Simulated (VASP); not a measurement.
Si: single point with PBE

Crystal: Si.

```
Si
1.0
     0.00000    2.73547    2.73547
     2.73547    0.00000    2.73547
     2.73547    2.73547    0.00000
Si
2
Cartesian
  -0.6839 -0.6839 -0.6839
  0.6839 0.6839 0.6839
```

```
Program             : VASP 6.6.1
Task                : single point
Functional          : PBE
Potentials or basis : VASP PAW PBE potentials, release 64 (Si)
Cutoff              : 520 eV
k mesh              : 10 × 10 × 10
Occupations         : fermi-dirac, width 0.02 eV
Spin                : no spin polarisation
```

* Pressure: -0.1 GPa
* Band gap on the k mesh: 0.62 eV (least direct gap 2.56 eV)

Levels at points of the mesh, in eV from the valence-band top:
```csv
k point,band 1,band 2,band 3,band 4,band 5,band 6,band 7,band 8
"(0.00, 0.00, 0.00)",-11.81,0.00,0.00,0.00,2.56,2.56,2.56,3.12
"(0.50, 0.00, 0.00)",-9.53,-6.86,-1.18,-1.18,1.46,3.35,3.35,7.70
"(0.50, 0.50, 0.00)",-7.74,-7.74,-2.79,-2.79,0.75,0.75,9.93,9.93
```

It took 13 s on 1 thread of Intel(R) Xeon(R) Platinum 8488C (Sapphire Rapids), with other jobs on the host, peak memory 0.16 GiB.

A k mesh can miss the band edges.
